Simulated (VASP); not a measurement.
# Na3Cl in VASP: a series of runs

The runs below take Na3Cl through single point, with PBEsol.

All numbers are computed with VASP 6.6.1; they aren't measurements. Logs are shortened: lines on timing, memory, paths and dates and some standing lists are left out, and cuts for length are marked.

### Step 1. The cell of the first run

It takes space group P4/mmm (No. 123, tetragonal). Conventional cell: a = 3.510 Å, b = 3.510 Å, c = 9.550 Å, α = 90.00°, β = 90.00°, γ = 90.00°. Cl (site symmetry 4/mmm) has 8 Na at 2.99 Å and 4 Cl at 3.51 Å within 3.9 Å. Na (site symmetry 4mm) has 4 Cl at 2.99 Å and 5 Na at 3.33 to 3.51 Å within 3.9 Å. Na (site symmetry 4/mmm) has 12 Na at 3.51 to 3.98 Å within 4.6 Å.

### Step 2. Single point, PBEsol

Input file INCAR:

```
ALGO = Normal
EDIFF = 1E-7
ENCUT = 520
GGA = PS
ISIF = 2
ISMEAR = -1
LASPH = True
LCHARG = False
LREAL = False
LWAVE = False
NBANDS = 22
NELM = 100
PREC = Accurate
SIGMA = 0.05
```

Input file KPOINTS:

```
k-points
0
Gamma
  8 8 3
```

Input file POSCAR:

```
Na3Cl
1.0
    3.5095058729      0.0000000000      0.0000000000
    0.0000000000      3.5095058729      0.0000000000
    0.0000000000      0.0000000000      9.5497946453
Cl Na
1 3
Direct
    0.0000000000      0.0000000000      0.0000000000
    0.5000000000      0.5000000000      0.1743329800
    0.5000000000      0.5000000000      0.8256670200
    0.0000000000      0.0000000000      0.5000000000
```

Potentials or basis: VASP PAW PBE potentials, release 64 (Cl, Na_pv).

Command:

```bash
$ cat potpaw_PBE.64/Cl/POTCAR potpaw_PBE.64/Na_pv/POTCAR > POTCAR
$ mpirun -np 1 vasp_std > vasp.out
```

OUTCAR:

```text
EDIFF = 1E-7
   ENCUT = 520
   GGA = PS
   ISIF = 2
   ISMEAR = -1
   LASPH = True
   LREAL = False
   NELM = 100
   PREC = Accurate

 ion  position               nearest neighbor table
   1  0.000  0.000  0.000-
   2  0.500  0.500  0.174-
   3  0.500  0.500  0.826-
   4  0.000  0.000  0.500-

  LATTYP: Found a simple tetragonal cell.
 ALAT       =     3.5095058729
 C/A-ratio  =     2.7211222865

  Lattice vectors:

 A1 = (   3.5095058729,   0.0000000000,   0.0000000000)
 A2 = (   0.0000000000,   3.5095058729,   0.0000000000)
 A3 = (   0.0000000000,   0.0000000000,   9.5497946453)

Analysis of symmetry for initial positions (statically):
=====================================================================
 Subroutine PRICEL returns:
 Original cell was already a primitive cell.

 Routine SETGRP: Setting up the symmetry group for a
 simple tetragonal supercell.

 Subroutine GETGRP returns: Found 16 space group operations
 (whereof 16 operations were pure point group operations)
 out of a pool of 16 trial point group operations.

The static configuration has the point symmetry D_4h.

Analysis of symmetry for dynamics (positions and initial velocities):
=====================================================================
 Subroutine PRICEL returns:
 Original cell was already a primitive cell.

 Routine SETGRP: Setting up the symmetry group for a
 simple tetragonal supercell.

 Subroutine GETGRP returns: Found 16 space group operations
 (whereof 16 operations were pure point group operations)
 out of a pool of 16 trial point group operations.

The dynamic configuration has the point symmetry D_4h.

 Subroutine INISYM returns: Found 16 space group operations
 (whereof 16 operations are pure point group operations),
 and found     1 'primitive' translations

----------------------------------------------------------------------------------------

                                     Primitive cell

  volume of cell :     117.6213

  direct lattice vectors                    reciprocal lattice vectors
     3.509505873  0.000000000  0.000000000     0.284940398  0.000000000  0.000000000
[... 78 lines left out ...]
   NGX,Y,Z   is equivalent  to a cutoff of  13.26, 13.26, 12.53 a.u.
   NGXF,Y,Z  is equivalent  to a cutoff of  26.53, 26.53, 25.07 a.u.
 SYSTEM =  unknown system
   PREC   = accura    normal or accurate (medium, high low for compatibility)
   ISTART =      0    job   : 0-new  1-cont  2-samecut
   ICHARG =      2    charge: 1-file 2-atom 10-const
   ISPIN  =      1    spin polarized calculation?
   LNONCOLLINEAR =      F non collinear calculations
   LSORBIT =      F    spin-orbit coupling
   LASPH  =      T    aspherical Exc in radial PAW
   ENCUT  =  520.0 eV  38.22 Ry    6.18 a.u.   6.53  6.53 17.76*2*pi/ulx,y,z
   NELM   =    100;   NELMIN=  2; NELMDL= -5     # of ELM steps
   EDIFF  = 0.1E-06   stopping-criterion for ELM
   LREAL  =      F    real-space projection
   EDIFFG = 0.1E-05   stopping-criterion for IOM
   NSW    =      0    number of steps for IOM
   IBRION =     -1    ionic relax: 0-MD 1-quasi-New 2-CG
   NFREE  =      0    steps in history (QN), initial steepest desc. (CG)
   ISIF   =      2    stress and relaxation
   ISYM   =      2    0-nonsym 1-usesym 2-fastsym
   POTIM  = 0.5000    time-step for ionic-motion
   TEBEG  =    0.0;   TEEND  =   0.0 temperature during run
   PSTRESS=    0.0 pullay stress
   NELECT =      28.0000    total number of electrons
   NUPDOWN=      -1.0000    fix difference up-down
   EMIN   =  10.00;   EMAX   =-10.00  energy-range for DOS
   EFERMI =   0.00;   METHOD = LEGACY
   ISMEAR =    -1;   SIGMA  =   0.05  broadening in eV -4-tet -1-fermi 0-gaus
   EFERMI_NEDOS =   21; number of points for ismear=-14 and -15
   IALGO  =     38    algorithm
   IMIX   =      4    mixing-type and parameters
     AMIX     =   0.40;   BMIX     =  1.00
     AMIX_MAG =   1.60;   BMIX_MAG =  1.00
  volume/ion in A,a.u.               =      29.41       198.44
  Fermi-wavevector in a.u.,A,eV,Ry     =   1.014609  1.917334 14.006274  1.029432
  Thomas-Fermi vector in A             =   2.147847
   LORBIT       =      0    0 simple, 1 ext, 2 COOP (PROOUT), +10 PAW based schemes
   GGA     = PS    functional components
   LHFCALC =     F    Hartree Fock is set to
   AEXX    =    0.0000 exact exchange contribution
   IVDW    =     0    specifies the selected vdW correction
   LEPSILON=     F    determine dielectric tensor
   LRPA    =     F    only Hartree local field effects (RPA)
 non-spin polarized calculation
  energy-cutoff  :      520.00
  volume of cell :      117.62
 maximum number of plane-waves:      3220
 NGX is ok and might be reduce to    28
   NGX = 13   NGY = 13   NGZ = 35

 number of electron      27.9999970 magnetization

 Free energy of the ion-electron system (eV)
  ---------------------------------------------------
  ext. energy  EPLUGINS =         0.00000000
  ---------------------------------------------------
  free energy    TOTEN  =        -9.32149455 eV

  energy without entropy =       -9.31604060  energy(sigma->0) =       -9.31876757

 E-fermi :   1.7361     XC(G=0):  -7.2509

 val. band max:        1.6393071399   @ k =   0.2500   0.0000   0.0000
 cond. band min:       1.7895287103   @ k =   0.2500   0.1250   0.0000
 fundamental gap:      0.1502215705
 Fermi energy:         1.7360728079

 k-point     1 :       0.0000    0.0000    0.0000
  band No.  band energies     occupation
      1     -23.6236      2.00000
      2     -23.5991      2.00000
      3     -23.5991      2.00000
      4     -23.5957      2.00000
      5     -23.5957      2.00000
      6     -23.5892      2.00000
[... 589 lines left out ...]
     21       7.6851      0.00000
     22       8.8706      0.00000

 [... further k-points ...]
[... 5 lines left out ...]
  --------------------------------------------------------------------------------------
  -------------------------------------------------------------------------------------
  Total       -0.1133181     -0.1133181     -0.1452957      0.0000000      0.0000000      0.0000000
  in kB       -1.5435618     -1.5435618     -1.9791443      0.0000000      0.0000000      0.0000000
  external PRESSURE =      -1.6887560 kB  Pullay stress =       0.0000000 kB

 VOLUME and BASIS-vectors are now :
 -----------------------------------------------------------------------------
  energy-cutoff  :      520.00
  volume of cell :      117.62
      direct lattice vectors                 reciprocal lattice vectors
     3.509505873  0.000000000  0.000000000     0.284940398  0.000000000  0.000000000
     0.000000000  3.509505873  0.000000000     0.000000000  0.284940398  0.000000000
     0.000000000  0.000000000  9.549794645     0.000000000  0.000000000  0.104714294

 POSITION                                       TOTAL-FORCE (eV/Angst)
 -----------------------------------------------------------------------------------
      0.00000      0.00000      0.00000         0.000000      0.000000      0.000000
      1.75475      1.75475      1.66484        -0.000000      0.000000      0.049255
      1.75475      1.75475      7.88495         0.000000      0.000000     -0.049255
      0.00000      0.00000      4.77490         0.000000      0.000000      0.000000
 -----------------------------------------------------------------------------------
    total drift:                                0.000000      0.000000      0.000000

  FREE ENERGIE OF THE ION-ELECTRON SYSTEM (eV)
  ---------------------------------------------------
  free  energy   TOTEN  =        -9.3214945460 eV

  energy  without entropy=       -9.3160405992  energy(sigma->0) =       -9.31876757
```

stdout:

```text
POSCAR found type information on POSCAR ClNa
 POSCAR found :  2 types and       4 ions
 scaLAPACK will be used
 -----------------------------------------------------------------------------
|                                                                             |
|                                                                             |
|     You enforced a specific xc type in the INCAR file but a different       |
|     I HOPE YOU KNOW WHAT YOU ARE DOING!                                     |
|                                                                             |
 -----------------------------------------------------------------------------

 LDA part: xc-table for (Slater+PW92), standard interpolation
 POSCAR, INCAR and KPOINTS ok, starting setup
 FFT: planning ... GRIDC
 FFT: planning ... GRID_SOFT
 FFT: planning ... GRID
 WAVECAR not read
 entering main loop
```

Wall time 1.8 min (1 thread of Intel Xeon 8259CL, shared host); peak memory 0.24 GiB.

Results:

```
Free energy            : -9.3215 eV
Pressure               : -0.2 GPa
Largest force          : 0.049 eV/Å
Band gap on the k mesh : zero (band 14 reaches 3.93 eV, above the bottom of band 15 at 0.39 eV)
```

Forces on the atoms (eV/Å):
```
Cl   0.000  0.000  0.000
Na   0.000  0.000  0.049
Na   0.000  0.000 -0.049
Na   0.000  0.000  0.000
```

Levels at points of the mesh, in eV from the Fermi level:
```csv
k point,band 12,band 13,band 14,band 15,band 16,band 17
"(0.00, 0.00, 0.00)",-4.27,-4.27,-2.80,-0.65,0.62,3.28
"(0.50, 0.00, 0.00)",-5.29,-4.02,0.25,0.29,1.17,2.01
"(0.50, 0.50, 0.00)",-5.97,-4.91,2.14,2.96,2.96,3.23
```

Caveat: the PAW data sets were made with another functional, which shifts forces and pressure a little.

(Part 1 of 2 ends here.)
